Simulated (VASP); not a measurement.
Ti:

```xyz
1
Lattice="2.6900 0.0000 0.0000 0.0000 2.6900 0.0000 0.0000 0.0000 2.6900" Properties=species:S:1:pos:R:3 pbc="T T T"
Ti    0.0000    0.0000    0.0000
```

- Program: VASP 6.6.1
- Task: relaxation of cell and atoms
- Functional: PBEsol
- Potentials or basis: VASP PAW PBE potentials, release 64 (Ti_sv)
- Cutoff: 600 eV
- k mesh: 8 × 8 × 8
- Occupations: fermi-dirac, width 0.1 eV
- Spin: no spin polarisation

At the start: pressure -7.1 GPa; volume 19.47 Å³/atom.

Problem. Where does the relaxation end?

Solution. Over 4 steps the energy falls by 43.3 meV/atom and the volume is 17.65 Å³/atom (-9.3 %); space group Pm-3m (No. 221, to 0.05 Å).

Step by step:
```tsv
step	energy change (eV)	largest force (eV/Å)	pressure (GPa)	volume (Å³)
1	0.0000	0.0000	-7.06	19.47
2	-0.0396	0.0000	2.26	17.15
3	-0.0433	0.0000	0.10	17.62
4	-0.0433	0.0000	-0.02	17.65
```

Final structure:
```xyz
1
Lattice="2.6038 0.0000 0.0000 0.0000 2.6038 0.0000 0.0000 0.0000 2.6038" Properties=species:S:1:pos:R:3 pbc="T T T"
Ti    0.0000    0.0000    0.0000
```

Caveat: the PAW data sets were made with another functional, which shifts forces and pressure a little.
